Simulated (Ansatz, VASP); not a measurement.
**One calculation of Si8HO16, two programs**

```
CELL_PARAMETERS angstrom
-4.98600 -4.98600 0.00000
4.98600 -4.98600 0.00000
0.00000 0.00000 6.97700
ATOMIC_POSITIONS crystal
Si 0.20118 0.50000 0.00000
Si 0.00000 0.20118 0.25000
Si 0.79882 0.50000 0.50000
Si 0.00000 0.79882 0.75000
Si 0.70118 0.00000 0.00000
Si 0.50000 0.70118 0.25000
Si 0.29882 0.00000 0.50000
Si 0.50000 0.29882 0.75000
O 0.32876 0.56954 0.17663
O 0.93046 0.32876 0.42663
O 0.67124 0.43046 0.67663
O 0.06953 0.67124 0.92663
O 0.93046 0.67124 0.57337
O 0.67124 0.56954 0.32337
O 0.06953 0.32876 0.07337
O 0.32876 0.43046 0.82337
O 0.82876 0.06953 0.17663
O 0.43046 0.82876 0.42663
O 0.17125 0.93046 0.67663
O 0.56954 0.17125 0.92663
O 0.43046 0.17125 0.57337
O 0.17125 0.06953 0.32337
O 0.56954 0.82876 0.07337
O 0.82876 0.93046 0.82337
H 0.27656 0.99247 0.01101
```

Alike in both runs: task relaxation of the atoms; functional LDA; k mesh 1 × 1 × 1; occupations fermi-dirac, width 0.02 eV; collinear spin.

|  | VASP | Ansatz |
| --- | --- | --- |
| version | VASP 6.6.1 | Ansatz 0.2.0 |
| potentials or method | VASP PAW LDA potentials, release 64 (Si, O, H), cutoff 520 eV | scalar-relativistic, plane waves, PAW |
| valence electrons in the cell | 129 | 129 |

```csv
,VASP,Ansatz,Ansatz less VASP
net moment per atom (μB),0.04,0.04,0.000
size of the moment on the site where the two differ most (μB),0.35,0.70,+0.350
```

Ansatz warns that its potentials were made for another functional, while VASP's fit it. LDA's correlation is that of Perdew and Zunger in VASP and of Perdew and Wang (1992) in Ansatz. Site moments also hang on the region over which each program counts them.
